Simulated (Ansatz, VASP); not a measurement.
B in VASP and in Ansatz

```
B
1.0
     4.49810    0.00000    0.00000
     0.00000    4.49810    0.00000
     0.00000    0.00000    3.23679
B
8
Direct
  0.07513 0.29709 0.25654
  0.92487 0.70291 0.75654
  0.70291 0.07513 0.00654
  0.29709 0.92487 0.50654
  0.29709 0.07513 0.99346
  0.70291 0.92487 0.49346
  0.92487 0.29709 0.74346
  0.07513 0.70291 0.24346
```

Alike in both runs: task relaxation of cell and atoms; functional PBE; k mesh 8 × 8 × 12; occupations gaussian, width 0.1 eV; no spin polarisation.

```csv
,VASP,Ansatz
version,VASP 6.6.1,Ansatz 0.2.0
potentials or method,"VASP PAW PBE potentials, release 64 (B), cutoff 600 eV","scalar-relativistic, plane waves, PAW"
valence electrons in the cell,24,24
```

VASP gave:

| Item | Value |
| --- | --- |
| gap on the k mesh at the Fermi level, each at its own relaxed structure (eV) | none |
| relaxed volume (Å³/atom) | 8.18 |
| relaxed length of the cell vector where the two differ most in proportion (Å) | 3.239 |

Q: What did Ansatz give for the same quantities?

A: gap on the k mesh at the Fermi level, each at its own relaxed structure (eV): none; relaxed volume (Å³/atom): 8.18; relaxed length of the cell vector where the two differ most in proportion (Å): 3.240.

A gap of «none» marks a metal or a gap that the smearing closes.
